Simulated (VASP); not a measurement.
A run of VASP 6.6.1 is set up as follows.

Contents of INCAR:

```
PREC     = Accurate       # precision mode
ENCUT    = 520            # plane-wave cutoff, eV
EDIFF    = 1E-6           # SCF threshold, eV
ISMEAR   = 0              # smearing method
SIGMA    = 0.01           # smearing width, eV
LREAL    = F              # projectors in reciprocal space
LASPH    = T              # aspherical terms in the spheres
NELM     = 80             # most SCF steps
ALGO     = Normal         # electronic algorithm
ISIF     = 2              # what is computed and relaxed
LWAVE    = F              # write WAVECAR
LCHARG   = F              # write CHGCAR
GGA      = PE             # functional
NBANDS   = 26             # bands
```

The input KPOINTS:

```
Automatic mesh
0
Gamma
  9 9 6
```

Contents of POSCAR:

```
ZnS
1.0
    3.8451345355      0.0000000000      0.0000000000
   -1.9225672678      3.3299841887      0.0000000000
    0.0000000000      0.0000000000      6.3057239286
Zn S
2 2
Direct
    0.3333333333      0.6666666667     -0.0468142050
    0.6666666667      0.3333333333      0.4531857950
    0.3333333333      0.6666666667      0.4218142050
    0.6666666667      0.3333333333      0.9218142050
```

Potentials or basis: VASP PAW PBE potentials, release 64 (Zn, S).

Run with:

```console
$ cat potpaw_PBE.64/Zn/POTCAR potpaw_PBE.64/S/POTCAR > POTCAR
$ mpirun -np 1 vasp_std > vasp.out
```

Task: Estimate the largest force.

Result: 0.458 eV/Å.

Task: Predict the band gap on the k mesh.

Result: 2.42 eV, indirect (the least direct gap lies 1.5 meV higher).

Stress tensor (GPa, compression positive):
```
6.88 0.00 0.00
0.00 6.88 0.00
0.00 0.00 0.17
```

A k mesh can miss the band edges.
